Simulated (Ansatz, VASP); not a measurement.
Li3ScCl3: VASP beside Ansatz

```
CELL_PARAMETERS angstrom
3.61611 0.00000 0.00000
-1.80805 3.13164 0.00000
0.00000 0.00000 25.75083
ATOMIC_POSITIONS crystal
Li 0.00000 0.00000 0.84837
Li 0.00000 0.00000 0.34837
Li 0.33333 0.66667 0.98104
Li 0.66667 0.33333 0.48104
Li 0.33333 0.66667 0.61154
Li 0.66667 0.33333 0.11154
Sc 0.33333 0.66667 0.23749
Sc 0.66667 0.33333 0.73749
Cl 0.00000 0.00000 0.65528
Cl 0.00000 0.00000 0.15528
Cl 0.33333 0.66667 0.89280
Cl 0.66667 0.33333 0.39280
Cl 0.33333 0.66667 0.52348
Cl 0.66667 0.33333 0.02348
```

Alike in both runs: functional PBE; k mesh 6 × 6 × 1; occupations gaussian, width 0.1 eV; no spin polarisation.

Ansatz relaxed the structure, and its values are those at the end. VASP's run is a single point on that final structure, the one shown.

```csv
,VASP,Ansatz
version,VASP 6.6.1,Ansatz 0.2.0
potentials or method,"VASP PAW PBE potentials, release 64 (Li_sv, Sc_sv, Cl), cutoff 520 eV","scalar-relativistic, plane waves, PAW"
valence electrons in the cell,82,82
```

```csv
,VASP,Ansatz,Ansatz less VASP
gap on the k mesh at the Fermi level (eV),none,none,-
rms of the force components (eV/Å),0.006,0.004,-0.0017
```

A gap of «none» marks a metal or a gap that the smearing closes.

Noted on VASP's run: the cutoff is short for stress, so the pressure is rough.
